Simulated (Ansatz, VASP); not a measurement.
# One calculation of Zn, two programs

```
CELL_PARAMETERS angstrom
0.00000 2.11649 2.11649
2.11649 0.00000 2.11649
2.11649 2.11649 0.00000
ATOMIC_POSITIONS crystal
Zn 0.00000 0.00000 0.00000
```

Change from the starting cell: volume scaled by 1.25.

Alike in both runs: task single point; functional PBE; dispersion D3(BJ); k mesh 12 × 12 × 12; occupations fermi-dirac, width 0.05 eV; no spin polarisation.

|  | VASP | Ansatz |
| --- | --- | --- |
| version | VASP 6.6.1 | Ansatz 0.2.0 |
| potentials or method | VASP PAW PBE potentials, release 64 (Zn) | SPMS NC |
| plane-wave cutoff (eV) | 500 | 816 |
| valence electrons in the cell | 12 | 20 |

```tsv
	VASP	Ansatz	Ansatz less VASP
gap on the k mesh at the Fermi level (eV)	none	none	-
pressure (GPa)	-10.8	-10.9	-0.10
```

A gap of «none» marks a metal or a gap that the smearing closes. VASP's potentials hold 12 valence electrons a cell and Ansatz's 20, so a difference there can come from the potentials and not from the codes.
